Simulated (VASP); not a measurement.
Wanted: the native input for a VASP 6.6.1 run.

```yaml
Task: single point
Functional: PBE
Potentials_or_basis: VASP PAW PBE potentials, release 64 (Ga_d, Sb)
Cutoff: 520 eV
k_mesh: 8 × 8 × 8
Occupations: gaussian, width 0.1 eV
Spin: no spin polarisation
Dipole_correction: no
Further_INCAR_settings: ALGO = Normal; EDIFF = 1e-06; NBANDS = 22
```

The structure of GaSb3 lies in POSCAR:

```
GaSb3
1.0
   -3.1170461685      3.1170461685      3.1170461685
    3.1170461685     -3.1170461685      3.1170461685
    3.1170461685      3.1170461685     -3.1170461685
Ga Sb
1 3
Direct
    0.0000000000      0.0000000000      0.0000000000
    0.0000000000      0.5000000000      0.5000000000
    0.5000000000      0.0000000000      0.5000000000
    0.5000000000      0.5000000000      0.0000000000
```

One way to write it, as run:

INCAR

```
SYSTEM = GaSb3
ALGO = Normal ; EDIFF = 1E-6
ENCUT = 520 ; GGA = PE
ISIF = 2 ; ISMEAR = 0
LASPH = .TRUE. ; LCHARG = .TRUE.
LELF = .TRUE. ; LREAL = .FALSE.
LVHAR = .TRUE. ; LWAVE = .FALSE.
NBANDS = 22 ; NELM = 100
PREC = Accurate ; SIGMA = 0.1
```

KPOINTS

```
k-points
0
G
  8 8 8
  0 0 0
```

Potentials or basis: VASP PAW PBE potentials, release 64 (Ga_d, Sb).

Launch:

```bash
$ cat potpaw_PBE.64/Ga_d/POTCAR potpaw_PBE.64/Sb/POTCAR > POTCAR
$ mpirun -np 1 vasp_std > vasp.out
```

It gave:

- Pressure: -4.0 GPa
- Band gap on the k mesh: zero (bands 14 and 15 overlap by 2.44 eV)

Caveat: the cell stands under tension; spin-orbit coupling is left out, which moves the levels of the heavy elements.

It took 41 s on 1 thread of AMD EPYC 9R45 96-Core Processor (Zen 5), with other jobs on the host, peak memory 0.24 GiB.
